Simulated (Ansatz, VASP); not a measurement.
One calculation of BP, two programs

```
B P
1.0
     0.00000    2.26900    2.20093
     2.26900    0.00000    2.20093
     2.26900    2.26900    0.00000
B P
1 1
Direct
  0.00000 0.00000 0.00000
  0.75000 0.75000 0.75000
```

Change from the starting cell: zz strain of -3 %, crystal datasets.

Alike in both runs: task electric field gradients; functional LDA; k mesh 15 × 15 × 15; occupations fermi-dirac, width 0.05 eV; no spin polarisation.

|  | VASP | Ansatz |
| --- | --- | --- |
| version | VASP 6.6.1 | Ansatz 0.2.0 |
| potentials or method | VASP PAW LDA potentials, release 64 (B, P), cutoff 420 eV | all-electron PAW with datasets made for the crystal, scalar-relativistic |

```tsv
	VASP	Ansatz	Ansatz less VASP
size of Vzz on the site where it differs most (V/Å²)	0.2	0.3	+0.12
```

LDA's correlation is that of Perdew and Zunger in VASP and of Perdew and Wang (1992) in Ansatz. Ansatz ran all-electron here, and VASP with PAW potentials.
